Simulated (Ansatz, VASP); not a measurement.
**AlN: VASP beside Ansatz**

```xyz
2
Lattice="0.0000 2.2016 2.2016 2.2016 0.0000 2.2016 2.2016 2.2016 0.0000" Properties=species:S:1:pos:R:3 pbc="T T T"
Al    0.0000    0.0000    0.0000
N     3.3024    3.3024    3.3024
```

Alike in both runs: task single point; functional PBE; k mesh 10 × 10 × 10; occupations gaussian, width 0.02 eV; no spin polarisation.

|  | VASP | Ansatz |
| --- | --- | --- |
| version | VASP 6.6.1 | Ansatz 0.2.0 |
| potentials or method | VASP PAW PBE potentials, release 64 (Al, N), cutoff 520 eV | scalar-relativistic, plane waves, PAW |
| valence electrons in the cell | 8 | 8 |

Ansatz gave:

- gap on the k mesh at the Fermi level (eV): 3.31
- least direct gap on the mesh (eV): 3.98

What did VASP give for the same quantities?

gap on the k mesh at the Fermi level (eV): 3.30; least direct gap on the mesh (eV): 3.98.
